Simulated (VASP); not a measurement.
# Ga (P6_3/mmc) in VASP: further runs

Ga is run at these levels: revPBE; tasks: single point.

All numbers are computed with VASP 6.6.1; they aren't measurements. Logs are shortened: lines on timing, memory, paths and dates and some standing lists are left out, and cuts for length are marked.

### Step 1. The cell of the first run

Symmetry: P6_3/mmc, No. 194, hexagonal system. The conventional cell has a = 3.062 Å, b = 3.062 Å, c = 4.832 Å, α = 90.00°, β = 90.00°, γ = 120.00°. Ga (site symmetry -6m2) has 12 Ga at 2.99 to 3.06 Å within 3.9 Å.

### Step 2. Single point, revPBE

Contents of INCAR:

```
PREC = Accurate
ENCUT = 520
EDIFF = 1E-7
ISMEAR = -1
SIGMA = 0.1
LREAL = F
LASPH = T
NELM = 60
ALGO = Normal
ISIF = 2
LWAVE = F
LCHARG = T
GGA = RE
LELF = T
LVHAR = T
NBANDS = 20
```

Contents of KPOINTS:

```
regular mesh
0
Gamma
  13 13 8
```

Contents of POSCAR:

```
Ga
1.0
    3.0620062595      0.0000000000      0.0000000000
   -1.5310031298      2.6517752072      0.0000000000
    0.0000000000      0.0000000000      4.8319338860
Ga
2
Direct
    0.3333333333      0.6666666667      0.2500000000
    0.6666666667      0.3333333333      0.7500000000
```

Potentials or basis: VASP PAW PBE potentials, release 64 (Ga_d).

Command:

```console
$ cat potpaw_PBE.64/Ga_d/POTCAR > POTCAR
$ mpirun -np 1 vasp_std > vasp.out
```

OUTCAR:

```text
PREC = Accurate
   ENCUT = 520
   EDIFF = 1E-7
   ISMEAR = -1
   LREAL = F
   LASPH = T
   NELM = 60
   ISIF = 2
   GGA = RE

 ion  position               nearest neighbor table
   1  0.333  0.667  0.250-
   2  0.667  0.333  0.750-

  LATTYP: Found a hexagonal cell.
 ALAT       =     3.0620062595
 C/A-ratio  =     1.5780287421

  Lattice vectors:

 A1 = (   3.0620062595,   0.0000000000,   0.0000000000)
 A2 = (  -1.5310031298,   2.6517752072,   0.0000000000)
 A3 = (   0.0000000000,   0.0000000000,   4.8319338860)

Analysis of symmetry for initial positions (statically):
=====================================================================
 Subroutine PRICEL returns:
 Original cell was already a primitive cell.

 Routine SETGRP: Setting up the symmetry group for a
 hexagonal supercell.

 Subroutine GETGRP returns: Found 24 space group operations
 (whereof 12 operations were pure point group operations)
 out of a pool of 24 trial point group operations.

The static configuration has the point symmetry D_3d.
 The point group associated with its full space group is D_6h.

Analysis of symmetry for dynamics (positions and initial velocities):
=====================================================================
 Subroutine PRICEL returns:
 Original cell was already a primitive cell.

 Routine SETGRP: Setting up the symmetry group for a
 hexagonal supercell.

 Subroutine GETGRP returns: Found 24 space group operations
 (whereof 12 operations were pure point group operations)
 out of a pool of 24 trial point group operations.

The dynamic configuration has the point symmetry D_3d.
 The point group associated with its full space group is D_6h.

 Subroutine INISYM returns: Found 24 space group operations
 (whereof 12 operations are pure point group operations),
 and found     1 'primitive' translations

----------------------------------------------------------------------------------------

                                     Primitive cell

  volume of cell :      39.2341

  direct lattice vectors                    reciprocal lattice vectors
     3.062006259  0.000000000  0.000000000     0.326583264  0.188552936  0.000000000
    -1.531003130  2.651775207  0.000000000     0.000000000  0.377105871  0.000000000
     0.000000000  0.000000000  4.831933886     0.000000000  0.000000000  0.206956474

  length of vectors
     3.062006259  3.062006259  4.831933886     0.377105871  0.377105871  0.206956474

  position of ions in fractional coordinates (direct lattice)
     0.333333333  0.666666667  0.250000000
     0.666666667  0.333333333  0.750000000

  ion indices of the primitive-cell ions
   primitive index   ion index
                 1           1
                 2           2

----------------------------------------------------------------------------------------

 KPOINTS: regular mesh

Automatic generation of k-mesh.
 Grid dimensions read from file:
 generate k-points for:   13   13    8

 Generating k-lattice:

  Cartesian coordinates                     Fractional coordinates (reciprocal lattice)
     0.025121790  0.014504072  0.000000000     0.076923077  0.000000000  0.000000000
     0.000000000  0.029008144  0.000000000     0.000000000  0.076923077  0.000000000
     0.000000000  0.000000000  0.025869559     0.000000000  0.000000000  0.125000000

  Length of vectors
     0.029008144  0.029008144  0.025869559

  Shift w.r.t. Gamma in fractional coordinates (k-lattice)
     0.000000000  0.000000000  0.000000000

 Subroutine IBZKPT returns following result:
 ===========================================

 Found    105 irreducible k-points:

 Following reciprocal coordinates:
            Coordinates               Weight
  0.000000  0.000000  0.000000      1.000000
  0.076923 -0.000000  0.000000      6.000000
  0.153846 -0.000000  0.000000      6.000000
  0.230769 -0.000000  0.000000      6.000000
  0.307692 -0.000000  0.000000      6.000000
  0.384615 -0.000000  0.000000      6.000000
[... 16 lines left out ...]
  0.076923 -0.000000  0.125000     12.000000
  0.153846 -0.000000  0.125000     12.000000
 [... further k-points ...]
   k-points           NKPTS =    105   k-points in BZ     NKDIM =    105   number of bands    NBANDS=     20
   number of dos      NEDOS =    301   number of ions     NIONS =      2
   total plane-waves  NPLWV =  20736
   dimension x,y,z NGX =    24 NGY =   24 NGZ =   36
   dimension x,y,z NGXF=    48 NGYF=   48 NGZF=   72
   ions per type =               2
   NGX,Y,Z   is equivalent  to a cutoff of  13.03, 13.03, 12.39 a.u.
   NGXF,Y,Z  is equivalent  to a cutoff of  26.06, 26.06, 24.77 a.u.
 SYSTEM =  unknown system
   PREC   = accura    normal or accurate (medium, high low for compatibility)
   ISTART =      0    job   : 0-new  1-cont  2-samecut
   ICHARG =      2    charge: 1-file 2-atom 10-const
   ISPIN  =      1    spin polarized calculation?
   LNONCOLLINEAR =      F non collinear calculations
   LSORBIT =      F    spin-orbit coupling
   LASPH  =      T    aspherical Exc in radial PAW
   ENCUT  =  520.0 eV  38.22 Ry    6.18 a.u.   5.69  5.69  8.98*2*pi/ulx,y,z
   NELM   =     60;   NELMIN=  2; NELMDL= -5     # of ELM steps
   EDIFF  = 0.1E-06   stopping-criterion for ELM
   LREAL  =      F    real-space projection
   EDIFFG = 0.1E-05   stopping-criterion for IOM
   NSW    =      0    number of steps for IOM
   IBRION =     -1    ionic relax: 0-MD 1-quasi-New 2-CG
   NFREE  =      0    steps in history (QN), initial steepest desc. (CG)
   ISIF   =      2    stress and relaxation
   ISYM   =      2    0-nonsym 1-usesym 2-fastsym
   POTIM  = 0.5000    time-step for ionic-motion
   TEBEG  =    0.0;   TEEND  =   0.0 temperature during run
   PSTRESS=    0.0 pullay stress
   NELECT =      26.0000    total number of electrons
   NUPDOWN=      -1.0000    fix difference up-down
   EMIN   =  10.00;   EMAX   =-10.00  energy-range for DOS
   EFERMI =   0.00;   METHOD = LEGACY
   ISMEAR =    -1;   SIGMA  =   0.10  broadening in eV -4-tet -1-fermi 0-gaus
   EFERMI_NEDOS =   21; number of points for ismear=-14 and -15
   IALGO  =     38    algorithm
   IMIX   =      4    mixing-type and parameters
     AMIX     =   0.40;   BMIX     =  1.00
     AMIX_MAG =   1.60;   BMIX_MAG =  1.00
  volume/ion in A,a.u.               =      19.62       132.38
  Fermi-wavevector in a.u.,A,eV,Ry     =   1.427287  2.697182 27.717090  2.037149
  Thomas-Fermi vector in A             =   2.547473
   LORBIT       =      0    0 simple, 1 ext, 2 COOP (PROOUT), +10 PAW based schemes
   GGA     = RE    functional components
   LHFCALC =     F    Hartree Fock is set to
   AEXX    =    0.0000 exact exchange contribution
   IVDW    =     0    specifies the selected vdW correction
   LEPSILON=     F    determine dielectric tensor
   LRPA    =     F    only Hartree local field effects (RPA)
 non-spin polarized calculation
  energy-cutoff  :      520.00
  volume of cell :       39.23
 maximum number of plane-waves:      1086
 NGX is ok and might be reduce to    24
   NGX = 11   NGY = 11   NGZ = 17

 number of electron      26.0000006 magnetization

 Free energy of the ion-electron system (eV)
  ---------------------------------------------------
  ext. energy  EPLUGINS =         0.00000000
  ---------------------------------------------------
  free energy    TOTEN  =        -5.18946735 eV

  energy without entropy =       -5.16551820  energy(sigma->0) =       -5.17749278

 E-fermi :   5.3239     XC(G=0): -10.7286

 val. band max:        5.2475242488   @ k =   0.3077  -0.0000   0.0000
 cond. band min:       5.3427386097   @ k =   0.3077   0.1538   0.0000
 fundamental gap:      0.0952143609
 Fermi energy:         5.3239042122

 k-point     1 :       0.0000    0.0000    0.0000
  band No.  band energies     occupation
      1      -9.6521      2.00000
      2      -9.5741      2.00000
      3      -9.5741      2.00000
      4      -9.5725      2.00000
      5      -9.5521      2.00000
      6      -9.5521      2.00000
[... 12 lines left out ...]
     19      18.2628      0.00000
     20      18.8731      0.00000

 k-point     2 :       0.0769   -0.0000    0.0000
  band No.  band energies     occupation
      1      -9.6467      2.00000
      2      -9.5889      2.00000
      3      -9.5644      2.00000
      4      -9.5559      2.00000
      5      -9.5511      2.00000
      6      -9.5430      2.00000
[... 12 lines left out ...]
     19      18.5660      0.00000
     20      19.2792      0.00000

 k-point     3 :       0.1538   -0.0000    0.0000
  band No.  band energies     occupation
      1      -9.6443      2.00000
      2      -9.5947      2.00000
      3      -9.5538      2.00000
      4      -9.5535      2.00000
      5      -9.5486      2.00000
      6      -9.5372      2.00000
[... 12 lines left out ...]
     19      16.8444      0.00000
     20      20.0308      0.00000

 k-point     4 :       0.2308   -0.0000    0.0000
  band No.  band energies     occupation
      1      -9.6629      2.00000
      2      -9.5883      2.00000
      3      -9.5806      2.00000
      4      -9.5643      2.00000
      5      -9.5471      2.00000
      6      -9.4990      2.00000
[... 12 lines left out ...]
     19      16.3035      0.00000
     20      19.1895      0.00000

 k-point     5 :       0.3077   -0.0000    0.0000
  band No.  band energies     occupation
      1      -9.6879      2.00000
      2      -9.6130      2.00000
      3      -9.5939      2.00000
      4      -9.5798      2.00000
      5      -9.5269      2.00000
      6      -9.4768      2.00000
[... 12 lines left out ...]
     19      15.6610      0.00000
     20      18.5415      0.00000

 k-point     6 :       0.3846   -0.0000    0.0000
  band No.  band energies     occupation
      1      -9.7091      2.00000
      2      -9.6419      2.00000
      3      -9.6041      2.00000
      4      -9.5920      2.00000
      5      -9.5075      2.00000
      6      -9.4922      2.00000
[... 12 lines left out ...]
     19      15.1702      0.00000
     20      18.0800      0.00000

 k-point     7 :       0.4615   -0.0000    0.0000
  band No.  band energies     occupation
      1      -9.7211      2.00000
      2      -9.6588      2.00000
      3      -9.6109      2.00000
      4      -9.5987      2.00000
      5      -9.4999      2.00000
      6      -9.4967      2.00000
[... 12 lines left out ...]
     19      14.9116      0.00000
     20      17.8418      0.00000
[... 277 lines left out ...]
 k-point    20 :       0.3846    0.2308    0.0000
  band No.  band energies     occupation
      1      -9.6821      2.00000
      2      -9.6344      2.00000
      3      -9.5709      2.00000
      4      -9.5693      2.00000
      5      -9.5240      2.00000
      6      -9.4961      2.00000
[... 12 lines left out ...]
     19      12.6809      0.00000
     20      19.8254      0.00000

 k-point    21 :       0.3077    0.3077    0.0000
  band No.  band energies     occupation
      1      -9.6860      2.00000
      2      -9.5912      2.00000
      3      -9.5844      2.00000
      4      -9.5580      2.00000
      5      -9.5350      2.00000
      6      -9.5175      2.00000
[... 12 lines left out ...]
     19      11.9392      0.00000
     20      22.6089      0.00000

 k-point    22 :       0.0000    0.0000    0.1250
  band No.  band energies     occupation
      1      -9.6478      2.00000
      2      -9.5818      2.00000
      3      -9.5818      2.00000
      4      -9.5739      2.00000
      5      -9.5560      2.00000
      6      -9.5560      2.00000
[... 12 lines left out ...]
     19      18.3280      0.00000
     20      19.1303      0.00000

 k-point    23 :       0.0769   -0.0000    0.1250
  band No.  band energies     occupation
      1      -9.6429      2.00000
      2      -9.5901      2.00000
      3      -9.5740      2.00000
      4      -9.5674      2.00000
      5      -9.5556      2.00000
      6      -9.5470      2.00000
[... 12 lines left out ...]
     19      18.3302      0.00000
     20      19.3304      0.00000

 k-point    24 :       0.1538   -0.0000    0.1250
  band No.  band energies     occupation
      1      -9.6421      2.00000
      2      -9.5931      2.00000
      3      -9.5684      2.00000
      4      -9.5595      2.00000
      5      -9.5554      2.00000
      6      -9.5220      2.00000
[... 12 lines left out ...]
     19      17.0506      0.00000
     20      19.6494      0.00000

 [... further k-points ...]
[... 5 lines left out ...]
  --------------------------------------------------------------------------------------
  -------------------------------------------------------------------------------------
  Total        0.0532885      0.0532885     -0.0087895     -0.0000000      0.0000000      0.0000000
  in kB        2.1761075      2.1761075     -0.3589312     -0.0000000      0.0000000      0.0000000
  external PRESSURE =       1.3310946 kB  Pullay stress =       0.0000000 kB

 VOLUME and BASIS-vectors are now :
 -----------------------------------------------------------------------------
  energy-cutoff  :      520.00
  volume of cell :       39.23
      direct lattice vectors                 reciprocal lattice vectors
     3.062006259  0.000000000  0.000000000     0.326583264  0.188552936  0.000000000
    -1.531003130  2.651775207  0.000000000     0.000000000  0.377105871  0.000000000
     0.000000000  0.000000000  4.831933886     0.000000000  0.000000000  0.206956474

 POSITION                                       TOTAL-FORCE (eV/Angst)
 -----------------------------------------------------------------------------------
     -0.00000      1.76785      1.20798        -0.000000     -0.000000      0.000000
      1.53100      0.88393      3.62395         0.000000      0.000000      0.000000
 -----------------------------------------------------------------------------------
    total drift:                               -0.000000      0.000000      0.000000

  FREE ENERGIE OF THE ION-ELECTRON SYSTEM (eV)
  ---------------------------------------------------
  free  energy   TOTEN  =        -5.1894673485 eV

  energy  without entropy=       -5.1655182024  energy(sigma->0) =       -5.17749278
```

Wall time 54 s (1 thread of Intel Xeon Platinum 8488C (Sapphire Rapids), shared host); peak memory 0.19 GiB.

What came out:

```yaml
Free_energy: -5.1895 eV
Pressure: 0.1 GPa
Band_gap_on_the_k_mesh: zero (band 13 reaches 9.81 eV, above the bottom of band 14 at 2.39 eV)
```

Stress tensor (GPa, compression positive):
```
 0.22  0.00  0.00
 0.00  0.22  0.00
 0.00  0.00 -0.04
```

Levels at points of the mesh, in eV from the Fermi level:
| k point | band 11 | band 12 | band 13 | band 14 | band 15 | band 16 |
| --- | --- | --- | --- | --- | --- | --- |
| (0.00, 0.00, 0.00) | -10.77 | -4.51 | -3.67 | 8.88 | 8.88 | 10.89 |
| (0.00, 0.00, 0.50) | -9.12 | -9.12 | 4.09 | 4.09 | 10.09 | 10.09 |

Caveat: the PAW data sets were made with another functional, which shifts forces and pressure a little.

### Step 3. Single point, revPBE (volume scaled by 1.04)

Contents of INCAR:

```
ALGO = Normal ; EDIFF = 1E-6
ENCUT = 520 ; GGA = RE
ISIF = 2 ; ISMEAR = -1
LASPH = T ; LCHARG = T
LELF = T ; LREAL = F
LVHAR = T ; LWAVE = F
NBANDS = 20 ; NELM = 60
PREC = Accurate ; SIGMA = 0.1
```

Contents of KPOINTS:

```
k-points
0
Gamma
  13 13 8
```

Contents of POSCAR:

```
Ga
1.0
    3.1023004363      0.0000000000      0.0000000000
   -1.5511502182      2.6866709880      0.0000000000
    0.0000000000      0.0000000000      4.8955192552
Ga
2
Direct
    0.3333333333      0.6666666667      0.2500000000
    0.6666666667      0.3333333333      0.7500000000
```

Potentials or basis: VASP PAW PBE potentials, release 64 (Ga_d).

Command:

```console
$ cat potpaw_PBE.64/Ga_d/POTCAR > POTCAR
$ mpirun -np 1 vasp_std > vasp.out
```

It took 44 s on 1 thread of Intel Xeon Platinum 8488C (Sapphire Rapids), shared host; peak memory 0.19 GiB.

Results (log left out):

| Quantity | Value |
| --- | --- |
| Free energy | -5.1830 eV |
| Pressure | -1.4 GPa |
| Band gap on the k mesh | zero (band 13 reaches 9.29 eV, above the bottom of band 14 at 2.18 eV) |

Stress tensor (GPa, compression positive):
```
-1.33  0.00  0.00
 0.00 -1.33  0.00
 0.00  0.00 -1.56
```

Levels at points of the mesh, in eV from the Fermi level:
| k point | band 10 | band 11 | band 12 | band 13 | band 14 | band 15 | band 16 | band 17 |
| --- | --- | --- | --- | --- | --- | --- | --- | --- |
| (0.00, 0.00, 0.00) | -14.71 | -10.49 | -4.49 | -3.49 | 8.59 | 8.59 | 10.55 | 10.55 |
| (0.00, 0.00, 0.50) | -14.75 | -8.88 | -8.88 | 3.96 | 3.96 | 9.75 | 9.75 | 9.75 |

Caveat: the PAW data sets were made with another functional, which shifts forces and pressure a little.
